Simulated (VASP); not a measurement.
CdTe, 2 atoms in the cell. Symmetry: F-43m, No. 216, cubic system. Conventional cell: a = 6.490 Å, b = 6.490 Å, c = 6.490 Å, α = 90.00°, β = 90.00°, γ = 90.00°. Within 3.7 Å of Te (site symmetry -43m) lie 4 Cd at 2.81 Å. Within 3.7 Å of Cd (site symmetry -43m) lie 4 Te at 2.81 Å. 

| Quantity | Value |
| --- | --- |
| Program | VASP 6.6.1 |
| Task | single point |
| Functional | PBEsol |
| Potentials or basis | VASP PAW PBE potentials, release 64 (Te, Cd) |
| Cutoff | 520 eV |
| k mesh | 7 × 7 × 7 |
| Occupations | methfessel-paxton, width 0.0163 eV |
| Spin | no spin polarisation |
| Dipole correction | no |
| Further INCAR settings | ALGO = Normal; EDIFF = 1e-07; NBANDS = 16 |

Potentials or basis: VASP PAW PBE potentials, release 64 (Te, Cd).

Launch:

```console
$ cat potpaw_PBE.64/Te/POTCAR potpaw_PBE.64/Cd/POTCAR > POTCAR
$ mpirun -np 1 vasp_std > vasp.out
```

Hardware: 1 thread of Intel Xeon 8259CL, with other jobs on the host.

**Question.** Estimate the wall time of this run.

**Answer.** Wall time 48 s on 1 thread of Intel Xeon 8259CL, with other jobs on the host, peak memory 0.21 GiB. Counts: scf iterations 14, k points 20.
